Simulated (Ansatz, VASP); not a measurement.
## BN in VASP and in Ansatz

Contents of POSCAR:

```
BN
1.0
    0.0000000000      1.8130010000      1.8130010000
    1.8130010000      0.0000000000      1.8130010000
    1.8130010000      1.8130010000      0.0000000000
N B
1 1
Direct
    0.7500000000      0.7500000000      0.7500000000
    0.0000000000      0.0000000000      0.0000000000
```

The input INCAR.step1:

```
PREC = Accurate
ENCUT = 520
EDIFF = 1E-5
ISMEAR = 0
SIGMA = 0.01
LREAL = F
LASPH = T
NELM = 120
ALGO = Normal
ISIF = 2
LWAVE = T
LCHARG = F
NBANDS = 11
GGA = PE
GGA_COMPAT = F
```

File INCAR.step2:

```
PREC = Accurate
ENCUT = 520
EDIFF = 1E-6
ISMEAR = 0
SIGMA = 0.01
LREAL = F
LASPH = T
NELM = 120
ALGO = Normal
ISIF = 2
LWAVE = F
LCHARG = F
GGA = PS
LHFCALC = T
AEXX = 0.25
PRECFOCK = Normal
NBANDS = 11
ISTART = 1
GGA_COMPAT = F
```

KPOINTS

```
Automatic mesh
0
Gamma
  7 7 7
```

File input.yaml:

```yaml
crystal:
  lattice: { a: 3.626002, b: 3.626002, c: 3.626002, alpha: 90.0, beta: 90.0, gamma: 90.0 }
  space_group: 216
  reduce_to_primitive: true
  atoms:
    - { symbol: "N", wyckoff: "4d", position: [0.25, 0.25, 0.75] }
    - { symbol: B, wyckoff: "4a", position: [0.0, 0.0, 0.0] }
hamiltonian:
  xc: { exchange: pbesol, correlation: pbesol, exx: { coeff: 0.25 } }
  pseudopotentials: { kind: paw, source: jth, xc_functional: pbe }
kpoints:
  mp_grid: { grid: [7, 7, 7] }
scf:
  occupations: { method: fixed }
output:
  forces: true
  stress: true
  eigenvalues: true
  write_density: true
  write_potential: true
  elf: true
  volumetric_format: npy
```

Alike in both runs: task single point; functional PBEsol-based global hybrid with a share of 0.25 of exact exchange; k mesh 7 × 7 × 7; no spin polarisation.

|  | VASP | Ansatz |
| --- | --- | --- |
| version | VASP 6.6.1 | Ansatz 0.2.0 |
| potentials or method | VASP PAW PBE potentials, release 64 (N, B) | JTH PAW |
| plane-wave cutoff (eV) | 520 | 1320 |
| occupations | gaussian, width 0.01 eV | fixed |
| valence electrons in the cell | 8 | 8 |

VASP gave:

- gap on the k mesh at the Fermi level (eV): 6.69
- least direct gap on the mesh (eV): 11.24
- pressure (GPa): -12.9

Q: Estimate Ansatz's values.

A: gap on the k mesh at the Fermi level (eV): 6.67; least direct gap on the mesh (eV): 11.21; pressure (GPa): -13.2.

VASP's potentials were made for PBE, not for PBEsol-based global hybrid.

The k mesh is coarse, so the values compare programs but aren't converged. Noted on Ansatz's run: odd divisions of the mesh miss points on the zone boundary, where band edges often lie, so the gap on the mesh can be too wide.
